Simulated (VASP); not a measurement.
A run of VASP 6.6.1 is set up as follows.

File INCAR:

```
PREC = Accurate
ENCUT = 520
EDIFF = 1E-6
ISMEAR = 0
SIGMA = 0.15
LREAL = F
LASPH = T
NELM = 80
ALGO = Fast
ISIF = 2
LWAVE = F
LCHARG = T
GGA = PE
LELF = T
LVHAR = T
NBANDS = 14
```

Contents of KPOINTS:

```
Automatic mesh
0
Gamma
  21 21 12
```

Contents of POSCAR:

```
Re
1.0
    2.7653363785      0.0000000000      0.0207400228
   -1.3826681893      2.3948515538     -0.0103700114
    0.0335518247      0.0000000000      4.4735766300
Re
2
Direct
    0.3333333333      0.6666666667      0.2500000000
    0.6666666667      0.3333333333      0.7500000000
```

Potentials or basis: VASP PAW PBE potentials, release 64 (Re).

Run with:

```bash
$ cat potpaw_PBE.64/Re/POTCAR > POTCAR
$ mpirun -np 1 vasp_std > vasp.out
```

Problem. Estimate the band gap on the k mesh.

Solution. Zero (bands 7 and 8 overlap by 3.19 eV).

Problem. Estimate the pressure.

Solution. 3.0 GPa.

Stress tensor (GPa, compression positive):
```
 3.36  0.00 -2.44
 0.00  3.38  0.00
-2.44  0.00  2.38
```

Caveat: the cell differs from its parent crystal (strain +0.0150 x Voigt [0, 0, 0, 0, 1, 0]); the cell stands under pressure; spin-orbit coupling is left out, which moves the levels of the heavy elements.
